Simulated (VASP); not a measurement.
# Y (P6_3/mmc) in VASP: single point with r2SCAN+D3(BJ)

Aim: the single point of Y with r2SCAN+D3(BJ).

Program: VASP 6.6.1. These are calculated values, not measurements. Logs are shortened: lines on timing, memory, paths and dates and some standing lists are left out, and cuts for length are marked.

### Step 1. The cell of the first run

Symmetry: P6_3/mmc, No. 194, hexagonal system. The conventional cell has a = 3.651 Å, b = 3.651 Å, c = 5.747 Å, α = 90.00°, β = 90.00°, γ = 120.00°. Within 4.7 Å of Y (site symmetry -6m2) lie 12 Y at 3.56 to 3.65 Å.

### Step 2. Single point, r2SCAN+D3(BJ)

POSCAR

```
Y
1.0
    3.6514992371      0.0000000000      0.0000000000
   -1.8257496185      3.1622911012      0.0000000000
    0.0000000000      0.0000000000      5.7474000000
Y
2
Direct
    0.3333333333      0.6666666667      0.2500000000
    0.6666666667      0.3333333333      0.7500000000
```

INCAR.step1

```
SYSTEM = Y
ALGO     = Normal         ! electronic algorithm
EDIFF    = 1E-5           ! SCF threshold, eV
ENCUT    = 550            ! plane-wave cutoff, eV
GGA      = PE             ! functional
GGA_COMPAT= .FALSE.      
ISMEAR   = 0              ! smearing method
LASPH    = .TRUE.         ! aspherical terms in the spheres
LCHARG   = .FALSE.        ! write CHGCAR
LREAL    = .FALSE.        ! projectors in reciprocal space
LWAVE    = .TRUE.         ! write WAVECAR
NBANDS   = 18             ! bands
NELM     = 120            ! most SCF steps
PREC     = Accurate       ! precision mode
SIGMA    = 0.17           ! smearing width, eV
```

INCAR.step2

```
SYSTEM = Y
ALGO     = Normal         ! electronic algorithm
EDIFF    = 1E-6           ! SCF threshold, eV
ENCUT    = 550            ! plane-wave cutoff, eV
GGA_COMPAT= .FALSE.      
ISIF     = 2              ! what is computed and relaxed
ISMEAR   = 0              ! smearing method
ISTART   = 1            
IVDW     = 12             ! dispersion correction
LASPH    = .TRUE.         ! aspherical terms in the spheres
LCHARG   = .TRUE.         ! write CHGCAR
LELF     = .TRUE.         ! ELF
LMIXTAU  = .TRUE.       
LREAL    = .FALSE.        ! projectors in reciprocal space
LVHAR    = .TRUE.       
LWAVE    = .FALSE.        ! write WAVECAR
METAGGA  = R2SCAN         ! meta-GGA
NBANDS   = 18             ! bands
NELM     = 120            ! most SCF steps
PREC     = Accurate       ! precision mode
SIGMA    = 0.17           ! smearing width, eV
VDW_A1   = 0.49484001   
VDW_A2   = 5.73083694   
VDW_S6   = 1.0          
VDW_S8   = 0.78981345
```

KPOINTS

```
k-points
0
G
  2 2 1
  0 0 0
```

Potentials or basis: VASP PAW PBE potentials, release 64 (Y_sv).

The run is started by

```
$ cat potpaw_PBE.64/Y_sv/POTCAR > POTCAR
$ cp INCAR.step1 INCAR
$ mpirun -np 1 vasp_std > vasp.out
$ cp INCAR.step2 INCAR
$ mpirun -np 1 vasp_std > vasp.out
```

OUTCAR:

```text
SYSTEM = Y
   EDIFF = 1E-6
   ENCUT = 550
   ISIF = 2
   ISMEAR = 0
   ISTART = 1
   IVDW = 12
   LASPH = .TRUE.
   LREAL = .FALSE.
   METAGGA = R2SCAN
   NELM = 120
   PREC = Accurate
 IVDW          = 12

 ion  position               nearest neighbor table
   1  0.333  0.667  0.250-   2 3.56   2 3.56   2 3.56   2 3.56   2 3.56   2 3.56
   2  0.667  0.333  0.750-   1 3.56   1 3.56   1 3.56   1 3.56   1 3.56   1 3.56

  LATTYP: Found a hexagonal cell.
 ALAT       =     3.6514992371
 C/A-ratio  =     1.5739836234

  Lattice vectors:

 A1 = (   3.6514992371,   0.0000000000,   0.0000000000)
 A2 = (  -1.8257496185,   3.1622911012,   0.0000000000)
 A3 = (   0.0000000000,   0.0000000000,   5.7474000000)

Analysis of symmetry for initial positions (statically):
=====================================================================
 Subroutine PRICEL returns:
 Original cell was already a primitive cell.

 Routine SETGRP: Setting up the symmetry group for a
 hexagonal supercell.

 Subroutine GETGRP returns: Found 24 space group operations
 (whereof 12 operations were pure point group operations)
 out of a pool of 24 trial point group operations.

The static configuration has the point symmetry D_3d.
 The point group associated with its full space group is D_6h.

Analysis of symmetry for dynamics (positions and initial velocities):
=====================================================================
 Subroutine PRICEL returns:
 Original cell was already a primitive cell.

 Routine SETGRP: Setting up the symmetry group for a
 hexagonal supercell.

 Subroutine GETGRP returns: Found 24 space group operations
 (whereof 12 operations were pure point group operations)
 out of a pool of 24 trial point group operations.

The dynamic configuration has the point symmetry D_3d.
 The point group associated with its full space group is D_6h.

 Subroutine INISYM returns: Found 24 space group operations
 (whereof 12 operations are pure point group operations),
 and found     1 'primitive' translations

----------------------------------------------------------------------------------------

                                     Primitive cell

  volume of cell :      66.3658

  direct lattice vectors                    reciprocal lattice vectors
     3.651499237  0.000000000  0.000000000     0.273860115  0.158113211  0.000000000
    -1.825749618  3.162291101  0.000000000     0.000000000  0.316226422  0.000000000
     0.000000000  0.000000000  5.747400000     0.000000000  0.000000000  0.173991718

  length of vectors
     3.651499237  3.651499237  5.747400000     0.316226422  0.316226422  0.173991718

  position of ions in fractional coordinates (direct lattice)
     0.333333333  0.666666667  0.250000000
     0.666666667  0.333333333  0.750000000

  ion indices of the primitive-cell ions
   primitive index   ion index
                 1           1
                 2           2

----------------------------------------------------------------------------------------

 KPOINTS: k-points

Automatic generation of k-mesh.
 Grid dimensions read from file:
 generate k-points for:    2    2    1

 Generating k-lattice:

  Cartesian coordinates                     Fractional coordinates (reciprocal lattice)
     0.136930057  0.079056605  0.000000000     0.500000000  0.000000000  0.000000000
     0.000000000  0.158113211  0.000000000     0.000000000  0.500000000  0.000000000
     0.000000000  0.000000000  0.173991718     0.000000000  0.000000000  1.000000000

  Length of vectors
     0.158113211  0.158113211  0.173991718

  Shift w.r.t. Gamma in fractional coordinates (k-lattice)
     0.000000000  0.000000000  0.000000000

 Subroutine IBZKPT returns following result:
 ===========================================

 Found      2 irreducible k-points:

 Following reciprocal coordinates:
            Coordinates               Weight
  0.000000  0.000000  0.000000      1.000000
  0.500000 -0.000000  0.000000      3.000000
   k-points           NKPTS =      2   k-points in BZ     NKDIM =      2   number of bands    NBANDS=     18
   number of dos      NEDOS =    301   number of ions     NIONS =      2
   total plane-waves  NPLWV =  37632
   dimension x,y,z NGX =    28 NGY =   28 NGZ =   48
   dimension x,y,z NGXF=    56 NGYF=   56 NGZF=   96
   ions per type =               2
   NGX,Y,Z   is equivalent  to a cutoff of  12.75, 12.75, 13.88 a.u.
   NGXF,Y,Z  is equivalent  to a cutoff of  25.50, 25.50, 27.77 a.u.
 SYSTEM =  Y
   PREC   = accura    normal or accurate (medium, high low for compatibility)
   ISTART =      1    job   : 0-new  1-cont  2-samecut
   ICHARG =      0    charge: 1-file 2-atom 10-const
   ISPIN  =      1    spin polarized calculation?
   LNONCOLLINEAR =      F non collinear calculations
   LSORBIT =      F    spin-orbit coupling
   LASPH  =      T    aspherical Exc in radial PAW
   ENCUT  =  550.0 eV  40.42 Ry    6.36 a.u.   6.98  6.98 10.99*2*pi/ulx,y,z
   NELM   =    120;   NELMIN=  2; NELMDL=  0     # of ELM steps
   EDIFF  = 0.1E-05   stopping-criterion for ELM
   LREAL  =      F    real-space projection
[... 7 lines left out ...]
   TEBEG  =    0.0;   TEEND  =   0.0 temperature during run
   PSTRESS=    0.0 pullay stress
   NELECT =      22.0000    total number of electrons
   NUPDOWN=      -1.0000    fix difference up-down
   EMIN   =  10.00;   EMAX   =-10.00  energy-range for DOS
   EFERMI =   0.00;   METHOD = LEGACY
   ISMEAR =     0;   SIGMA  =   0.17  broadening in eV -4-tet -1-fermi 0-gaus
   EFERMI_NEDOS =   21; number of points for ismear=-14 and -15
   IALGO  =     38    algorithm
   IMIX   =      4    mixing-type and parameters
     AMIX     =   0.40;   BMIX     =  1.00
     AMIX_MAG =   1.60;   BMIX_MAG =  1.00
  volume/ion in A,a.u.               =      33.18       223.93
  Fermi-wavevector in a.u.,A,eV,Ry     =   1.133011  2.141081 17.465997  1.283715
  Thomas-Fermi vector in A             =   2.269713
   LORBIT       =      0    0 simple, 1 ext, 2 COOP (PROOUT), +10 PAW based schemes
   METAGGA = R2SCAN    functional components
   LHFCALC =     F    Hartree Fock is set to
   AEXX    =    0.0000 exact exchange contribution
   IVDW    =    12    specifies the selected vdW correction
   LEPSILON=     F    determine dielectric tensor
   LRPA    =     F    only Hartree local field effects (RPA)
 non-spin polarized calculation
 Gauss-broadening in eV      SIGMA  =   0.17
  energy-cutoff  :      550.00
  volume of cell :       66.37
 maximum number of plane-waves:      1926
 NGX is ok and might be reduce to    28
   NGX = 13   NGY = 13   NGZ = 21

 number of electron      22.0000001 magnetization

 Free energy of the ion-electron system (eV)
  ---------------------------------------------------
  ext. energy  EPLUGINS =         0.00000000
  ---------------------------------------------------
  free energy    TOTEN  =       -41.73955546 eV

  energy without entropy =      -41.67399244  energy(sigma->0) =      -41.70677395

 E-fermi :   2.7377     XC(G=0): -10.0144

 val. band max:        2.1779437310   @ k =   0.5000  -0.0000   0.0000
 cond. band min:       2.7895245739   @ k =   0.5000  -0.0000   0.0000
 fundamental gap:      0.6115808429
 Fermi energy:         2.7377481714

 k-point     1 :       0.0000    0.0000    0.0000
  band No.  band energies     occupation
      1     -41.1718      2.00000
      2     -41.0968      2.00000
      3     -20.8658      2.00000
      4     -20.2821      2.00000
      5     -20.2821      2.00000
      6     -20.2717      2.00000
[... 10 lines left out ...]
     17       6.1267      0.00000
     18       6.1267      0.00000

 k-point     2 :       0.5000   -0.0000    0.0000
  band No.  band energies     occupation
      1     -41.1090      2.00000
      2     -41.0845      2.00000
      3     -20.6760      2.00000
      4     -20.6120      2.00000
      5     -20.5712      2.00000
      6     -20.4207      2.00000
[... 10 lines left out ...]
     17       8.7871      0.00000
     18       8.8026      0.00000

------------------------ aborting loop because EDIFF is reached ----------------------------------------

 Edisp (eV)   -0.31636

 E8    (eV) :    -0.1380

  FORCE on cell =-STRESS in cart. coord.  units (eV):
  Direction    XX          YY          ZZ          XY          YZ          ZX
  --------------------------------------------------------------------------------------
  -------------------------------------------------------------------------------------
  Total      -3.75310    -3.75310    -4.08727    -0.00000     0.00000     0.00000
  in kB     -90.60588   -90.60588   -98.67317    -0.00000     0.00000     0.00000
  external pressure =      -93.29 kB  Pullay stress =        0.00 kB

 VOLUME and BASIS-vectors are now :
 -----------------------------------------------------------------------------
  energy-cutoff  :      550.00
  volume of cell :       66.37
      direct lattice vectors                 reciprocal lattice vectors
     3.651499237  0.000000000  0.000000000     0.273860115  0.158113211  0.000000000
    -1.825749618  3.162291101  0.000000000     0.000000000  0.316226422  0.000000000
     0.000000000  0.000000000  5.747400000     0.000000000  0.000000000  0.173991718

 POSITION                                       TOTAL-FORCE (eV/Angst)
 -----------------------------------------------------------------------------------
     -0.00000      2.10819      1.43685         0.000000      0.000000      0.000000
      1.82575      1.05410      4.31055        -0.000000     -0.000000      0.000000
 -----------------------------------------------------------------------------------
    total drift:                                0.000000     -0.000000      0.000000

  FREE ENERGIE OF THE ION-ELECTRON SYSTEM (eV)
  ---------------------------------------------------
  free  energy   TOTEN  =       -42.0559180048 eV

  energy  without entropy=      -41.9903549895  energy(sigma->0) =      -42.02313650
```

Run time: 24 s. Hardware: 1 thread of Intel Xeon 6975P-C (Granite Rapids), shared host; peak memory 0.2 GiB.

What came out:

| Quantity | Value |
| --- | --- |
| Free energy | -42.0559 eV |
| Pressure | -9.3 GPa |
| Band gap on the k mesh | zero (band 11 reaches 3.72 eV, above the bottom of band 12 at 2.79 eV) |
| Dispersion energy per atom | -0.158 eV |

Caveat: the k points lie up to 1.09 Å⁻¹ apart; the PAW data sets were made with another functional, which shifts forces and pressure a little; pairwise dispersion overbinds metals, which lowers pressure and volume.
